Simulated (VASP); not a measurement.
# Ta3H in VASP: a series of runs, part 2 of 2

VASP 6.6.1. The steps go on from the part before.

### 3 Single point, LDA

INCAR

```
SYSTEM = Ta3H
ALGO     = Normal         ! electronic algorithm
DIPOL    = 0.5 0.5 0.332
EDIFF    = 1E-6           ! SCF threshold, eV
ENCUT    = 520            ! plane-wave cutoff, eV
GGA      = CA             ! functional
IDIPOL   = 3            
ISIF     = 2              ! what is computed and relaxed
ISMEAR   = 0              ! smearing method
LASPH    = .TRUE.         ! aspherical terms in the spheres
LCHARG   = .TRUE.         ! write CHGCAR
LDIPOL   = .TRUE.       
LELF     = .TRUE.         ! ELF
LREAL    = .FALSE.        ! projectors in reciprocal space
LVACPOTAV= .TRUE.       
LVHAR    = .TRUE.       
LWAVE    = .FALSE.        ! write WAVECAR
NBANDS   = 44             ! bands
NELM     = 60             ! most SCF steps
PREC     = Accurate       ! precision mode
SIGMA    = 0.1            ! smearing width, eV
```

KPOINTS

```
k-points
0
G
  6 6 1
  0 0 0
```

POSCAR

```
Ta3H
1.0
    4.6002247492      0.0000000000      0.0000000000
   -2.3001123746      3.9839114959      0.0000000000
    0.0000000000      0.0000000000     22.4017722044
Ta H
6 2
Direct
    0.6666666667      0.3333333333      0.1785573018
    0.3333333333      0.6666666667      0.2204743848
    0.0000000000      0.0000000000      0.2623914678
    0.6666666667      0.3333333333      0.3016814391
    0.3333333333      0.6666666667      0.3385386112
    0.0000000000      0.0000000000      0.3750494438
    0.2518155770      0.6666666667      0.4911116899
    0.4148510896      0.6666666667      0.4911116899
```

Potentials or basis: VASP PAW LDA potentials, release 64 (Ta_pv, H).

Command:

```sh
cat potpaw_LDA.64/Ta_pv/POTCAR potpaw_LDA.64/H/POTCAR > POTCAR
mpirun -np 1 vasp_std > vasp.out
```

OUTCAR:

```text
SYSTEM = Ta3H
   EDIFF = 1E-6
   ENCUT = 520
   GGA = CA
   ISIF = 2
   ISMEAR = 0
   LASPH = .TRUE.
   LREAL = .FALSE.
   NELM = 60
   PREC = Accurate

 ion  position               nearest neighbor table
   1  0.667  0.333  0.179-   4 2.76   2 2.82   2 2.82   2 2.82   3 3.25   3 3.25   3 3.25
   2  0.333  0.667  0.220-   5 2.64   1 2.82   3 2.82   1 2.82   3 2.82   3 2.82   1 2.82   4 3.22
                             4 3.22   4 3.22
   3  0.000  0.000  0.262-   6 2.52   4 2.80   4 2.80   4 2.80   2 2.82   2 2.82   2 2.82   5 3.16
                             5 3.16   5 3.16   1 3.25   1 3.25   1 3.25
   4  0.667  0.333  0.302-   1 2.76   5 2.78   5 2.78   5 2.78   3 2.80   3 2.80   3 2.80   6 3.12
                             6 3.12   6 3.12   2 3.22   2 3.22   2 3.22
   5  0.333  0.667  0.339-   2 2.64   6 2.78   6 2.78   6 2.78   4 2.78   4 2.78   4 2.78   3 3.16
                             3 3.16   3 3.16
   6  0.000  0.000  0.375-   3 2.52   5 2.78   5 2.78   5 2.78   4 3.12   4 3.12   4 3.12
   7  0.252  0.667  0.491-   8 0.75
   8  0.415  0.667  0.491-   7 0.75

  LATTYP: Found a hexagonal cell.
 ALAT       =     4.6002247492
 C/A-ratio  =     4.8697125523

  Lattice vectors:

[... 193 lines left out ...]
      2     -35.4733      2.00000
      3     -35.2333      2.00000
      4     -35.2325      2.00000
      5     -35.1032      2.00000
      6     -35.1030      2.00000
[... 600 lines left out ...]
     43       0.9196      0.00000
     44       1.5213      0.00000

------------------------ aborting loop because EDIFF is reached ----------------------------------------

  FORCE on cell =-STRESS in cart. coord.  units (eV):
  Direction    XX          YY          ZZ          XY          YZ          ZX
  --------------------------------------------------------------------------------------
  -------------------------------------------------------------------------------------
  Total       -4.6255717     -5.1279287     -3.1618606      0.0000000     -0.0599715      0.0000000
  in kB      -18.0511506    -20.0115832    -12.3390634      0.0000000     -0.2340370      0.0000000
  external PRESSURE =     -16.8005991 kB  Pullay stress =       0.0000000 kB

 VOLUME and BASIS-vectors are now :
 -----------------------------------------------------------------------------
  energy-cutoff  :      520.00
  volume of cell :      410.55
      direct lattice vectors                 reciprocal lattice vectors
     4.600224749  0.000000000  0.000000000     0.217380683  0.125504796  0.000000000
    -2.300112375  3.983911496  0.000000000     0.000000000  0.251009592  0.000000000
     0.000000000  0.000000000 22.401772204     0.000000000  0.000000000  0.044639325

 POSITION                                       TOTAL-FORCE (eV/Angst)
 -----------------------------------------------------------------------------------
      2.30011      1.32797      4.00000        -0.000000      0.004237      2.045012
     -0.00000      2.65594      4.93902        -0.000000      0.000570     -0.273805
      0.00000      0.00000      5.87803        -0.000000     -0.003137     -1.988451
      2.30011      1.32797      6.75820        -0.000000      0.001711      0.109328
     -0.00000      2.65594      7.58386         0.000000      0.009284      0.032613
      0.00000      0.00000      8.40177         0.000000      0.001518      0.022657
     -0.37500      2.65594     11.00177        -0.706429     -0.007092      0.026324
      0.37500      2.65594     11.00177         0.706429     -0.007092      0.026324
 -----------------------------------------------------------------------------------
    total drift:                                0.000000      0.000010      0.000706

  FREE ENERGIE OF THE ION-ELECTRON SYSTEM (eV)
  ---------------------------------------------------
  free  energy   TOTEN  =       -76.3576111734 eV

  energy  without entropy=      -76.3366538691  energy(sigma->0) =      -76.34713252

 vacuum level on the upper side and lower side of the slab         2.564         2.654
```

It took 11 min on 1 thread of Intel Xeon Platinum 8259CL at 2.50GHz (Skylake/Cascade Lake), shared host; peak memory 0.47 GiB.

Results:

| Property | Result |
| --- | --- |
| Free energy | -76.3576 eV |
| Largest force | 2.045 eV/Å |
| Band gap on the k mesh | 0.04 eV (least direct gap 0.11 eV) |

Forces on the atoms (eV/Å):
```
Ta   0.000  0.004  2.045
Ta   0.000  0.001 -0.274
Ta   0.000 -0.003 -1.988
Ta   0.000  0.002  0.109
Ta   0.000  0.009  0.033
Ta   0.000  0.002  0.023
H   -0.706 -0.007  0.026
H    0.706 -0.007  0.026
```

Levels at points of the mesh, in eV from the valence-band top:
| k point | band 31 | band 32 | band 33 | band 34 | band 35 | band 36 | band 37 | band 38 |
| --- | --- | --- | --- | --- | --- | --- | --- | --- |
| (0.00, 0.00, 0.00) | -0.87 | -0.86 | -0.26 | -0.25 | 0.25 | 0.32 | 0.33 | 0.41 |
| (0.50, 0.00, 0.00) | -0.92 | -0.89 | -0.41 | -0.20 | 0.24 | 0.41 | 1.05 | 1.25 |
| (0.00, 0.50, 0.00) | -0.92 | -0.89 | -0.40 | -0.20 | 0.27 | 0.41 | 1.06 | 1.25 |

Caveat: the smearing spreads over this small gap; spin-orbit coupling is left out, which moves the levels of the heavy elements.

### 4 Single point, LDA

INCAR

```
SYSTEM = Ta3H
PREC = Accurate
ENCUT = 520
EDIFF = 1E-6
ISMEAR = 0
SIGMA = 0.1
LREAL = .False.
LASPH = .True.
NELM = 100
ALGO = Normal
ISIF = 2
LWAVE = .False.
LCHARG = .False.
LDIPOL = .True.
IDIPOL = 3
DIPOL = 0.5 0.5 0.344
GGA = CA
NBANDS = 44
```

KPOINTS

```
Automatic mesh
0
Gamma
  6 6 1
  0 0 0
```

POSCAR, as its differences from that of step 3:

```diff
@@ -14,3 +14,3 @@
     0.0000000000      0.0000000000      0.3750494438
-    0.2518155770      0.6666666667      0.4911116899
-    0.4148510896      0.6666666667      0.4911116899
+    0.2518155770      0.6666666667      0.5357510154
+    0.4148510896      0.6666666667      0.5357510154
```

Potentials or basis: VASP PAW LDA potentials, release 64 (Ta_pv, H).

Command:

```sh
cat potpaw_LDA.64/Ta_pv/POTCAR potpaw_LDA.64/H/POTCAR > POTCAR
mpirun -np 1 vasp_std > vasp.out
```

OUTCAR:

```text
SYSTEM = Ta3H
   PREC = Accurate
   ENCUT = 520
   EDIFF = 1E-6
   ISMEAR = 0
   LREAL = .False.
   LASPH = .True.
   NELM = 100
   ISIF = 2
   GGA = CA

 ion  position               nearest neighbor table
   1  0.667  0.333  0.179-   4 2.76   2 2.82   2 2.82   2 2.82   3 3.25   3 3.25   3 3.25
   2  0.333  0.667  0.220-   5 2.64   1 2.82   3 2.82   1 2.82   3 2.82   3 2.82   1 2.82   4 3.22
                             4 3.22   4 3.22
   3  0.000  0.000  0.262-   6 2.52   4 2.80   4 2.80   4 2.80   2 2.82   2 2.82   2 2.82   5 3.16
                             5 3.16   5 3.16   1 3.25   1 3.25   1 3.25
   4  0.667  0.333  0.302-   1 2.76   5 2.78   5 2.78   5 2.78   3 2.80   3 2.80   3 2.80   6 3.12
                             6 3.12   6 3.12   2 3.22   2 3.22   2 3.22
   5  0.333  0.667  0.339-   2 2.64   6 2.78   6 2.78   6 2.78   4 2.78   4 2.78   4 2.78   3 3.16
                             3 3.16   3 3.16
   6  0.000  0.000  0.375-   3 2.52   5 2.78   5 2.78   5 2.78   4 3.12   4 3.12   4 3.12
   7  0.252  0.667  0.536-   8 0.75
   8  0.415  0.667  0.536-   7 0.75

  LATTYP: Found a hexagonal cell.
[... 200 lines left out ...]
      4     -35.3430      2.00000
      5     -35.2167      2.00000
      6     -35.2166      2.00000
[... 600 lines left out ...]
     43       0.8867      0.00000
     44       1.4261      0.00000

------------------------ aborting loop because EDIFF is reached ----------------------------------------

 vacuum level on the upper side and lower side of the slab       (xc-potential included)        -0.050        -0.195

  FORCE on cell =-STRESS in cart. coord.  units (eV):
  Direction    XX          YY          ZZ          XY          YZ          ZX
  --------------------------------------------------------------------------------------
  -------------------------------------------------------------------------------------
  Total       -4.8749681     -5.2999090     -3.3638979      0.0000000     -0.0161901      0.0000000
  in kB      -19.0244124    -20.6827313    -13.1275076      0.0000000     -0.0631815      0.0000000
  external PRESSURE =     -17.6115504 kB  Pullay stress =       0.0000000 kB

 VOLUME and BASIS-vectors are now :
 -----------------------------------------------------------------------------
  energy-cutoff  :      520.00
  volume of cell :      410.55
      direct lattice vectors                 reciprocal lattice vectors
     4.600224749  0.000000000  0.000000000     0.217380683  0.125504796  0.000000000
    -2.300112375  3.983911496  0.000000000     0.000000000  0.251009592  0.000000000
     0.000000000  0.000000000 22.401772204     0.000000000  0.000000000  0.044639325

 POSITION                                       TOTAL-FORCE (eV/Angst)
 -----------------------------------------------------------------------------------
      2.30011      1.32797      4.00000        -0.000000      0.000553      2.073685
     -0.00000      2.65594      4.93902        -0.000000     -0.000119     -0.261216
      0.00000      0.00000      5.87803        -0.000000     -0.000746     -2.026043
      2.30011      1.32797      6.75820        -0.000000      0.000816      0.040285
     -0.00000      2.65594      7.58386        -0.000000      0.001577      0.055180
      0.00000      0.00000      8.40177        -0.000000      0.001649      0.141913
     -0.37500      2.65594     12.00177        -0.581576     -0.001865     -0.011903
      0.37500      2.65594     12.00177         0.581576     -0.001865     -0.011903
 -----------------------------------------------------------------------------------
    total drift:                                0.000000      0.000004      0.000622

  FREE ENERGIE OF THE ION-ELECTRON SYSTEM (eV)
  ---------------------------------------------------
  free  energy   TOTEN  =       -76.3594643798 eV

  energy  without entropy=      -76.3360378453  energy(sigma->0) =      -76.34775111

 vacuum level on the upper side and lower side of the slab         2.624         2.467
```

Run time: 7.7 min. Hardware: 1 thread of Intel Xeon Platinum 8259CL at 2.50GHz (Skylake/Cascade Lake), shared host; peak memory 0.47 GiB.

Results:

```yaml
Free_energy: -76.3595 eV
Largest_force: 2.074 eV/Å
Band_gap_on_the_k_mesh: 0.06 eV (least direct gap 0.11 eV)
```

Forces in eV/Å, atoms in the order of the input:
```
Ta   0.000  0.001  2.074
Ta   0.000  0.000 -0.261
Ta   0.000 -0.001 -2.026
Ta   0.000  0.001  0.040
Ta   0.000  0.002  0.055
Ta   0.000  0.002  0.142
H   -0.582 -0.002 -0.012
H    0.582 -0.002 -0.012
```

Caveat: the smearing spreads over this small gap; spin-orbit coupling is left out, which moves the levels of the heavy elements.

### 5 Overview

| cell | gap on the mesh (eV) | largest force (eV/Å) |
| --- | --- | --- |
| as given, atomic positions A | none | 1.98 |
| as given, atomic positions B | 0.04 | 2.05 |
| as given, atomic positions C | 0.06 | 2.07 |

Alike in all rows: task single point; level LDA; potentials or basis VASP PAW LDA potentials, release 64 (Ta_pv, H); no spin polarisation; k mesh 6 × 6 × 1; cutoff (eV) 520; smearing gaussian 0.1 eV.

Caveats: spin-orbit coupling is left out, which moves the levels of the heavy elements; the smearing spreads over this small gap (at least some runs).

Absolute energies hang on the potentials; compare differences alone.
